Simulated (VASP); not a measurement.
Input of a VASP 6.6.1 run:

Contents of INCAR:

```
SYSTEM = AlNi
ALGO     = Fast           ! electronic algorithm
EDIFF    = 1E-6           ! SCF threshold, eV
ENCUT    = 520            ! plane-wave cutoff, eV
GGA      = PS             ! functional
ISIF     = 2              ! what is computed and relaxed
ISMEAR   = 0              ! smearing method
LASPH    = .TRUE.         ! aspherical terms in the spheres
LCHARG   = .TRUE.         ! write CHGCAR
LELF     = .TRUE.         ! ELF
LREAL    = .FALSE.        ! projectors in reciprocal space
LVHAR    = .TRUE.       
LWAVE    = .FALSE.        ! write WAVECAR
NBANDS   = 14             ! bands
NELM     = 60             ! most SCF steps
PREC     = Accurate       ! precision mode
SIGMA    = 0.15           ! smearing width, eV
```

KPOINTS

```
k-points
0
G
  16 16 16
  0 0 0
```

File POSCAR:

```
AlNi
1.0
    2.8618233745      0.0000000000      0.0000000000
    0.0000000000      2.8618233745      0.0000000000
    0.0000000000      0.0000000000      2.8618233745
Al Ni
1 1
Direct
   -0.0331956196     -0.0265564957      0.0000000000
    0.5152601295      0.5122081036      0.5000000000
```

Potentials or basis: VASP PAW PBE potentials, release 64 (Al, Ni).

Command:

```sh
$ cat potpaw_PBE.64/Al/POTCAR potpaw_PBE.64/Ni/POTCAR > POTCAR
$ mpirun -np 1 vasp_std > vasp.out
```

Q: What does it give for the pressure?

A: 2.5 GPa.

Q: What does it give for the largest force?

A: 1.167 eV/Å.

Q: Estimate the band gap on the k mesh.

A: Zero (an odd number of electrons rules out a gap without spin polarisation).

Stress tensor (GPa, compression positive):
```
2.04 2.35 0.00
2.35 2.42 0.00
0.00 0.00 3.17
```

Caveat: the cell differs from its parent crystal (atoms displaced along several vibrational modes); the PAW data sets were made with another functional, which shifts forces and pressure a little. Spin polarisation is off, so any magnetic state and its effect on volume and gap are missing.
